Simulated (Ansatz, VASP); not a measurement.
BAs: VASP beside Ansatz

```
CELL_PARAMETERS angstrom
2.12755 0.00000 0.00000
0.00000 3.17406 0.00000
0.00000 0.00000 4.95098
ATOMIC_POSITIONS crystal
B 0.00000 0.50000 0.00000
As 0.50000 0.50000 0.50000
```

Alike in both runs: task relaxation of cell and atoms; functional PBEsol; k mesh 12 × 8 × 6; occupations fermi-dirac, width 0.05 eV; no spin polarisation.

|  | VASP | Ansatz |
| --- | --- | --- |
| version | VASP 6.6.1 | Ansatz 0.2.0 |
| potentials or method | VASP PAW PBE potentials, release 64 (B, As) | Ansatz PAW |
| plane-wave cutoff (eV) | 600 | 420 |
| valence electrons in the cell | 8 | 18 |

```tsv
	VASP	Ansatz	Ansatz less VASP
gap on the k mesh at the Fermi level, each at its own relaxed structure (eV)	none	none	-
relaxed volume (Å³/atom)	12.60	12.56	-0.050
relaxed cell length with the largest relative difference (Å)	3.140	3.135	-0.0058
```

VASP's potentials were made for PBE, not for PBEsol. A gap of «none» marks a metal or a gap that the smearing closes. VASP's potentials hold 8 valence electrons a cell and Ansatz's 18, so a difference there can come from the potentials and not from the codes.

Noted on VASP's run: the volume moved by over 15 % at a fixed basis, so the end points are rough. Noted on Ansatz's run: the volume moved by over 15 % at a fixed basis, so the end points are rough; the plane-wave basis is chosen anew once the cell has moved, so the energies of steps on either side of that aren't comparable.
